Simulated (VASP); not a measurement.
# Hf (P6_3/mmc) in VASP: notebook

Runs on Hf. Level: PBEsol. Tasks: single point, relaxation of cell and atoms.

Program: VASP 6.6.1. These are calculated values, not measurements. Logs are shortened: lines on timing, memory, paths and dates and some standing lists are left out, and cuts for length are marked.

## (1) The cell of the first run

Symmetry: P6_3/mmc, No. 194, hexagonal system. Conventional cell: a = 3.276 Å, b = 3.276 Å, c = 10.477 Å, α = 90.00°, β = 90.00°, γ = 120.00°. Hf (site symmetry -3m) has 12 Hf at 3.23 to 3.28 Å within 4.2 Å. Hf (site symmetry -6m2) has 12 Hf at 3.23 to 3.28 Å within 4.2 Å.

## (2) Single point, PBEsol (volume scaled by 1.12)

Contents of INCAR:

```
SYSTEM = Hf
PREC = Accurate
ENCUT = 520
EDIFF = 1E-7
ISMEAR = -1
SIGMA = 0.1
LREAL = .FALSE.
LASPH = .TRUE.
NELM = 80
ALGO = Normal
ISIF = 2
LWAVE = .FALSE.
LCHARG = .TRUE.
GGA = PS
LELF = .TRUE.
LVHAR = .TRUE.
NBANDS = 28
```

Contents of KPOINTS:

```
Automatic mesh
0
G
  13 13 4
  0 0 0
```

Contents of POSCAR:

```
Hf
1.0
    3.2757332971      0.0000000000      0.0000000000
   -1.6378666485      2.8368682513      0.0000000000
    0.0000000000      0.0000000000     10.4765204741
Hf
4
Direct
    0.0000000000      0.0000000000      0.0000000000
    1.0000000000      0.0000000000      0.5000000000
    0.3333333333      0.6666666667      0.2500000000
    0.6666666667      0.3333333333      0.7500000000
```

Potentials or basis: VASP PAW PBE potentials, release 64 (Hf_pv).

Command:

```bash
$ cat potpaw_PBE.64/Hf_pv/POTCAR > POTCAR
$ mpirun -np 1 vasp_std > vasp.out
```

OUTCAR:

```text
SYSTEM = Hf
   PREC = Accurate
   ENCUT = 520
   EDIFF = 1E-7
   ISMEAR = -1
   LREAL = .FALSE.
   LASPH = .TRUE.
   NELM = 80
   ISIF = 2
   GGA = PS

 ion  position               nearest neighbor table
   1  0.000  0.000  0.000-   3 3.23   4 3.23   3 3.23   4 3.23   4 3.23   3 3.23
   2  0.000  0.000  0.500-   3 3.23   4 3.23   3 3.23   4 3.23   4 3.23   3 3.23
   3  0.333  0.667  0.250-   1 3.23   2 3.23   1 3.23   2 3.23   1 3.23   2 3.23
   4  0.667  0.333  0.750-   1 3.23   2 3.23   1 3.23   2 3.23   1 3.23   2 3.23

  LATTYP: Found a hexagonal cell.
 ALAT       =     3.2757332971
 C/A-ratio  =     3.1982214435

  Lattice vectors:

 A1 = (   3.2757332971,   0.0000000000,   0.0000000000)
 A2 = (  -1.6378666485,   2.8368682513,   0.0000000000)
 A3 = (   0.0000000000,   0.0000000000,  10.4765204741)

Analysis of symmetry for initial positions (statically):
=====================================================================
 Subroutine PRICEL returns:
 Original cell was already a primitive cell.

 Routine SETGRP: Setting up the symmetry group for a
 hexagonal supercell.

 Subroutine GETGRP returns: Found 24 space group operations
 (whereof 12 operations were pure point group operations)
 out of a pool of 24 trial point group operations.

The static configuration has the point symmetry D_3d.
 The point group associated with its full space group is D_6h.

Analysis of symmetry for dynamics (positions and initial velocities):
=====================================================================
 Subroutine PRICEL returns:
 Original cell was already a primitive cell.

 Routine SETGRP: Setting up the symmetry group for a
 hexagonal supercell.

 Subroutine GETGRP returns: Found 24 space group operations
 (whereof 12 operations were pure point group operations)
 out of a pool of 24 trial point group operations.

The dynamic configuration has the point symmetry D_3d.
 The point group associated with its full space group is D_6h.

 Subroutine INISYM returns: Found 24 space group operations
 (whereof 12 operations are pure point group operations),
 and found     1 'primitive' translations

----------------------------------------------------------------------------------------

                                     Primitive cell

  volume of cell :      97.3565

  direct lattice vectors                    reciprocal lattice vectors
     3.275733297  0.000000000  0.000000000     0.305275158  0.176250695  0.000000000
    -1.637866648  2.836868251  0.000000000     0.000000000  0.352501389  0.000000000
     0.000000000  0.000000000 10.476520474     0.000000000  0.000000000  0.095451539

  length of vectors
     3.275733297  3.275733297 10.476520474     0.352501389  0.352501389  0.095451539

  position of ions in fractional coordinates (direct lattice)
     0.000000000  0.000000000  0.000000000
     0.000000000  0.000000000  0.500000000
     0.333333333  0.666666667  0.250000000
     0.666666667  0.333333333  0.750000000

  ion indices of the primitive-cell ions
   primitive index   ion index
                 1           1
                 2           2
                 3           3
                 4           4

----------------------------------------------------------------------------------------

 KPOINTS: Automatic mesh

Automatic generation of k-mesh.
 Grid dimensions read from file:
 generate k-points for:   13   13    4

 Generating k-lattice:

  Cartesian coordinates                     Fractional coordinates (reciprocal lattice)
     0.023482704  0.013557746  0.000000000     0.076923077  0.000000000  0.000000000
     0.000000000  0.027115491  0.000000000     0.000000000  0.076923077  0.000000000
     0.000000000  0.000000000  0.023862885     0.000000000  0.000000000  0.250000000

  Length of vectors
     0.027115491  0.027115491  0.023862885

  Shift w.r.t. Gamma in fractional coordinates (k-lattice)
     0.000000000  0.000000000  0.000000000

 Subroutine IBZKPT returns following result:
 ===========================================

 Found     63 irreducible k-points:

 Following reciprocal coordinates:
            Coordinates               Weight
  0.000000  0.000000  0.000000      1.000000
  0.076923  0.000000  0.000000      6.000000
  0.153846 -0.000000  0.000000      6.000000
  0.230769  0.000000  0.000000      6.000000
  0.307692 -0.000000  0.000000      6.000000
  0.384615  0.000000  0.000000      6.000000
[... 16 lines left out ...]
  0.076923  0.000000  0.250000     12.000000
  0.153846 -0.000000  0.250000     12.000000
 [... further k-points ...]
   k-points           NKPTS =     63   k-points in BZ     NKDIM =     63   number of bands    NBANDS=     28
   number of dos      NEDOS =    301   number of ions     NIONS =      4
   total plane-waves  NPLWV =  46080
   dimension x,y,z NGX =    24 NGY =   24 NGZ =   80
   dimension x,y,z NGXF=    48 NGYF=   48 NGZF=  160
   ions per type =               4
   NGX,Y,Z   is equivalent  to a cutoff of  12.18, 12.18, 12.69 a.u.
   NGXF,Y,Z  is equivalent  to a cutoff of  24.36, 24.36, 25.39 a.u.
 SYSTEM =  Hf
   PREC   = accura    normal or accurate (medium, high low for compatibility)
   ISTART =      0    job   : 0-new  1-cont  2-samecut
   ICHARG =      2    charge: 1-file 2-atom 10-const
   ISPIN  =      1    spin polarized calculation?
   LNONCOLLINEAR =      F non collinear calculations
   LSORBIT =      F    spin-orbit coupling
   LASPH  =      T    aspherical Exc in radial PAW
   ENCUT  =  520.0 eV  38.22 Ry    6.18 a.u.   6.09  6.09 19.48*2*pi/ulx,y,z
   NELM   =     80;   NELMIN=  2; NELMDL= -5     # of ELM steps
   EDIFF  = 0.1E-06   stopping-criterion for ELM
   LREAL  =      F    real-space projection
   EDIFFG = 0.1E-05   stopping-criterion for IOM
   NSW    =      0    number of steps for IOM
   IBRION =     -1    ionic relax: 0-MD 1-quasi-New 2-CG
   NFREE  =      0    steps in history (QN), initial steepest desc. (CG)
   ISIF   =      2    stress and relaxation
   ISYM   =      2    0-nonsym 1-usesym 2-fastsym
   POTIM  = 0.5000    time-step for ionic-motion
   TEBEG  =    0.0;   TEEND  =   0.0 temperature during run
   PSTRESS=    0.0 pullay stress
   NELECT =      40.0000    total number of electrons
   NUPDOWN=      -1.0000    fix difference up-down
   EMIN   =  10.00;   EMAX   =-10.00  energy-range for DOS
   EFERMI =   0.00;   METHOD = LEGACY
   ISMEAR =    -1;   SIGMA  =   0.10  broadening in eV -4-tet -1-fermi 0-gaus
   EFERMI_NEDOS =   21; number of points for ismear=-14 and -15
   IALGO  =     38    algorithm
   IMIX   =      4    mixing-type and parameters
     AMIX     =   0.40;   BMIX     =  1.00
     AMIX_MAG =   1.60;   BMIX_MAG =  1.00
  volume/ion in A,a.u.               =      24.34       164.25
  Fermi-wavevector in a.u.,A,eV,Ry     =   1.217045  2.299881 20.152924  1.481198
  Thomas-Fermi vector in A             =   2.352378
   LORBIT       =      0    0 simple, 1 ext, 2 COOP (PROOUT), +10 PAW based schemes
   GGA     = PS    functional components
   LHFCALC =     F    Hartree Fock is set to
   AEXX    =    0.0000 exact exchange contribution
   IVDW    =     0    specifies the selected vdW correction
   LEPSILON=     F    determine dielectric tensor
   LRPA    =     F    only Hartree local field effects (RPA)
 non-spin polarized calculation
  energy-cutoff  :      520.00
  volume of cell :       97.36
 maximum number of plane-waves:      2649
   NGX = 13   NGY = 13   NGZ = 39

 number of electron      39.9999985 magnetization

 Free energy of the ion-electron system (eV)
  ---------------------------------------------------
  ext. energy  EPLUGINS =         0.00000000
  ---------------------------------------------------
  free energy    TOTEN  =       -41.48918242 eV

  energy without entropy =      -41.31067491  energy(sigma->0) =      -41.39992867

 E-fermi :   4.0883     XC(G=0): -11.0139

 val. band max:        4.0847959809   @ k =   0.0000   0.0000   0.2500
 cond. band min:       4.0913748572   @ k =   0.1538   0.0769   0.0000
 fundamental gap:      0.0065788763
 Fermi energy:         4.0883331373

 k-point     1 :       0.0000    0.0000    0.0000
  band No.  band energies     occupation
      1     -26.9027      2.00000
      2     -26.6094      2.00000
      3     -26.5734      2.00000
      4     -26.3630      2.00000
      5     -26.3630      2.00000
      6     -26.3296      2.00000
[... 20 lines left out ...]
     27       5.8314      0.00000
     28       5.8314      0.00000

 k-point     2 :       0.0769    0.0000    0.0000
  band No.  band energies     occupation
      1     -26.8913      2.00000
      2     -26.6135      2.00000
      3     -26.5776      2.00000
      4     -26.3878      2.00000
      5     -26.3712      2.00000
      6     -26.3478      2.00000
[... 20 lines left out ...]
     27       5.8739      0.00000
     28       5.9704      0.00000

 k-point     3 :       0.1538   -0.0000    0.0000
  band No.  band energies     occupation
      1     -26.8584      2.00000
      2     -26.6320      2.00000
      3     -26.5957      2.00000
      4     -26.4542      2.00000
      5     -26.3972      2.00000
      6     -26.3934      2.00000
[... 20 lines left out ...]
     27       6.2240      0.00000
     28       6.3507      0.00000

 k-point     4 :       0.2308    0.0000    0.0000
  band No.  band energies     occupation
      1     -26.8092      2.00000
      2     -26.6795      2.00000
      3     -26.6386      2.00000
      4     -26.5437      2.00000
      5     -26.4820      2.00000
      6     -26.4237      2.00000
[... 20 lines left out ...]
     27       6.4047      0.00000
     28       6.7215      0.00000

 k-point     5 :       0.3077   -0.0000    0.0000
  band No.  band energies     occupation
      1     -26.7649      2.00000
      2     -26.7539      2.00000
      3     -26.6875      2.00000
      4     -26.6368      2.00000
      5     -26.5841      2.00000
      6     -26.4549      2.00000
[... 20 lines left out ...]
     27       6.5977      0.00000
     28       7.4570      0.00000

 k-point     6 :       0.3846    0.0000    0.0000
  band No.  band energies     occupation
      1     -26.8260      2.00000
      2     -26.7957      2.00000
      3     -26.7140      2.00000
      4     -26.6677      2.00000
      5     -26.6535      2.00000
      6     -26.4801      2.00000
[... 463 lines left out ...]
      5     -26.6602      2.00000
      6     -26.6388      2.00000
[... 20 lines left out ...]
     27       7.6856      0.00000
     28       7.8980      0.00000

 k-point    22 :       0.0000    0.0000    0.2500
  band No.  band energies     occupation
      1     -26.8797      2.00000
      2     -26.7136      2.00000
      3     -26.4665      2.00000
      4     -26.3597      2.00000
      5     -26.3597      2.00000
      6     -26.3378      2.00000
[... 20 lines left out ...]
     27       5.7247      0.00000
     28       5.7247      0.00000

 k-point    23 :       0.0769    0.0000    0.2500
  band No.  band energies     occupation
      1     -26.8693      2.00000
      2     -26.7116      2.00000
      3     -26.4775      2.00000
      4     -26.3840      2.00000
      5     -26.3677      2.00000
      6     -26.3581      2.00000
[... 20 lines left out ...]
     27       5.7227      0.00000
     28       5.8394      0.00000

 k-point    24 :       0.1538   -0.0000    0.2500
  band No.  band energies     occupation
      1     -26.8401      2.00000
      2     -26.7095      2.00000
      3     -26.5193      2.00000
      4     -26.4471      2.00000
      5     -26.4156      2.00000
      6     -26.3895      2.00000
[... 20 lines left out ...]
     27       6.0230      0.00000
     28       6.1566      0.00000

 [... further k-points ...]
[... 5 lines left out ...]
  --------------------------------------------------------------------------------------
  -------------------------------------------------------------------------------------
  Total       -6.5256174     -6.5256174     -6.5834941     -0.0000000      0.0000000      0.0000000
  in kB     -107.3908850   -107.3908850   -108.3433509     -0.0000000      0.0000000      0.0000000
  external PRESSURE =    -107.7083737 kB  Pullay stress =       0.0000000 kB

 VOLUME and BASIS-vectors are now :
 -----------------------------------------------------------------------------
  energy-cutoff  :      520.00
  volume of cell :       97.36
      direct lattice vectors                 reciprocal lattice vectors
     3.275733297  0.000000000  0.000000000     0.305275158  0.176250695  0.000000000
    -1.637866648  2.836868251  0.000000000     0.000000000  0.352501389  0.000000000
     0.000000000  0.000000000 10.476520474     0.000000000  0.000000000  0.095451539

 POSITION                                       TOTAL-FORCE (eV/Angst)
 -----------------------------------------------------------------------------------
      0.00000      0.00000      0.00000        -0.000000      0.000000     -0.000000
      0.00000      0.00000      5.23826        -0.000000      0.000000     -0.000000
     -0.00000      1.89125      2.61913        -0.000000      0.000000      0.000000
      1.63787      0.94562      7.85739         0.000000      0.000000     -0.000000
 -----------------------------------------------------------------------------------
    total drift:                               -0.000000      0.000000     -0.000000

  FREE ENERGIE OF THE ION-ELECTRON SYSTEM (eV)
  ---------------------------------------------------
  free  energy   TOTEN  =       -41.4891824248 eV

  energy  without entropy=      -41.3106749088  energy(sigma->0) =      -41.39992867
```

Wall time 61 s (1 thread of Intel Xeon 6975P-C (Granite Rapids), shared host); peak memory 0.27 GiB.

What came out:

| Quantity | Value |
| --- | --- |
| Free energy | -41.4892 eV |
| Pressure | -10.8 GPa |
| Band gap on the k mesh | zero (band 20 reaches 5.17 eV, above the bottom of band 21 at 3.62 eV) |

Stress tensor (GPa, compression positive):
```
-10.74   0.00   0.00
  0.00 -10.74   0.00
  0.00   0.00 -10.83
```

Caveat: the cell differs from its parent crystal (volume scaled by 1.12); the PAW data sets were made with another functional, which shifts forces and pressure a little; spin-orbit coupling is left out, which moves the levels of the heavy elements.

## (3) Single point, PBEsol

This run uses another cell than the first one, of 21.73 Å³/atom, 0.893 times its volume.

Contents of INCAR:

```
SYSTEM = Hf
PREC = Accurate
ENCUT = 520
EDIFF = 1E-6
ISMEAR = -1
SIGMA = 0.1
LREAL = .FALSE.
LASPH = .TRUE.
NELM = 100
ALGO = Normal
ISIF = 2
LWAVE = .FALSE.
LCHARG = .FALSE.
GGA = PS
NBANDS = 28
```

Contents of KPOINTS:

```
Automatic mesh
0
G
  15 15 4
  0 0 0
```

Contents of POSCAR:

```
Hf
1.0
    3.1542965989      0.0000000000      0.0000000000
   -1.5771482994      2.7317009858      0.0000000000
    0.0000000000      0.0000000000     10.0881390220
Hf
4
Direct
    0.0000000000      0.0000000000      0.0000000000
    1.0000000000      0.0000000000      0.5000000000
    0.3333333333      0.6666666667      0.2500000000
    0.6666666667      0.3333333333      0.7500000000
```

Potentials or basis: VASP PAW PBE potentials, release 64 (Hf_pv).

Command:

```bash
$ cat potpaw_PBE.64/Hf_pv/POTCAR > POTCAR
$ mpirun -np 1 vasp_std > vasp.out
```

OUTCAR:

```text
SYSTEM = Hf
   PREC = Accurate
   ENCUT = 520
   EDIFF = 1E-6
   ISMEAR = -1
   LREAL = .FALSE.
   LASPH = .TRUE.
   NELM = 100
   ISIF = 2
   GGA = PS

 ion  position               nearest neighbor table
   1  0.000  0.000  0.000-   3 3.11   4 3.11   4 3.11   3 3.11   4 3.11   3 3.11
   2  0.000  0.000  0.500-   3 3.11   4 3.11   4 3.11   3 3.11   4 3.11   3 3.11
   3  0.333  0.667  0.250-   1 3.11   2 3.11   1 3.11   2 3.11   1 3.11   2 3.11
   4  0.667  0.333  0.750-   1 3.11   2 3.11   1 3.11   2 3.11   1 3.11   2 3.11

  LATTYP: Found a hexagonal cell.
 ALAT       =     3.1542965989
 C/A-ratio  =     3.1982214436

  Lattice vectors:

 A1 = (   3.1542965989,   0.0000000000,   0.0000000000)
 A2 = (  -1.5771482994,   2.7317009858,   0.0000000000)
 A3 = (   0.0000000000,   0.0000000000,  10.0881390220)

Analysis of symmetry for initial positions (statically):
=====================================================================
 Subroutine PRICEL returns:
 Original cell was already a primitive cell.

 Routine SETGRP: Setting up the symmetry group for a
 hexagonal supercell.

 Subroutine GETGRP returns: Found 24 space group operations
 (whereof 12 operations were pure point group operations)
[... 166 lines left out ...]
  free energy    TOTEN  =       -41.87717474 eV

  energy without entropy =      -41.70489757  energy(sigma->0) =      -41.79103615

 E-fermi :   4.8395     XC(G=0): -11.5267

 val. band max:        4.8389526173   @ k =   0.0667   0.0667   0.2500
 cond. band min:       4.8399736962   @ k =   0.2000   0.2000   0.2500
 fundamental gap:      0.0010210789
 Fermi energy:         4.8394855529

 k-point     1 :       0.0000    0.0000    0.0000
  band No.  band energies     occupation
      1     -26.0211      2.00000
      2     -25.5837      2.00000
      3     -25.5512      2.00000
      4     -25.2233      2.00000
      5     -25.2233      2.00000
      6     -25.1739      2.00000
[... 733 lines left out ...]
     27       8.2131      0.00000
     28       9.8962      0.00000

 [... further k-points ...]
[... 5 lines left out ...]
  --------------------------------------------------------------------------------------
  -------------------------------------------------------------------------------------
  Total       -0.1638573     -0.1638573     -0.2367690     -0.0000000      0.0000000      0.0000000
  in kB       -3.0201580     -3.0201580     -4.3640388     -0.0000000      0.0000000      0.0000000
  external PRESSURE =      -3.4681183 kB  Pullay stress =       0.0000000 kB

 VOLUME and BASIS-vectors are now :
 -----------------------------------------------------------------------------
  energy-cutoff  :      520.00
  volume of cell :       86.93
      direct lattice vectors                 reciprocal lattice vectors
     3.154296599  0.000000000  0.000000000     0.317027892  0.183036139  0.000000000
    -1.577148299  2.731700986  0.000000000     0.000000000  0.366072277  0.000000000
     0.000000000  0.000000000 10.088139022     0.000000000  0.000000000  0.099126310

 POSITION                                       TOTAL-FORCE (eV/Angst)
 -----------------------------------------------------------------------------------
      0.00000      0.00000      0.00000         0.000000      0.000000     -0.000000
      0.00000      0.00000      5.04407         0.000000      0.000000     -0.000000
     -0.00000      1.82113      2.52203         0.000000      0.000000      0.000000
      1.57715      0.91057      7.56610        -0.000000     -0.000000      0.000000
 -----------------------------------------------------------------------------------
    total drift:                               -0.000000      0.000000     -0.000000

  FREE ENERGIE OF THE ION-ELECTRON SYSTEM (eV)
  ---------------------------------------------------
  free  energy   TOTEN  =       -41.8771747421 eV

  energy  without entropy=      -41.7048975658  energy(sigma->0) =      -41.79103615
```

stdout:

```text
POSCAR found type information on POSCAR Hf
 POSCAR found :  1 types and       4 ions
 scaLAPACK will be used
 -----------------------------------------------------------------------------
|                                                                             |
|                                                                             |
|     You enforced a specific xc type in the INCAR file but a different       |
|     I HOPE YOU KNOW WHAT YOU ARE DOING!                                     |
|                                                                             |
 -----------------------------------------------------------------------------

 LDA part: xc-table for (Slater+PW92), standard interpolation
 POSCAR, INCAR and KPOINTS ok, starting setup
 FFT: planning ... GRIDC
 FFT: planning ... GRID_SOFT
 FFT: planning ... GRID
 WAVECAR not read
 entering main loop
```

Wall time 65 s (1 thread of Intel Xeon 6975P-C (Granite Rapids), shared host); peak memory 0.29 GiB.

What came out:

* Free energy: -41.8772 eV
* Pressure: -0.3 GPa
* Band gap on the k mesh: zero (band 20 reaches 5.95 eV, above the bottom of band 21 at 4.28 eV)

Caveat: the PAW data sets were made with another functional, which shifts forces and pressure a little; spin-orbit coupling is left out, which moves the levels of the heavy elements.

(Continued in part 2 of 2.)
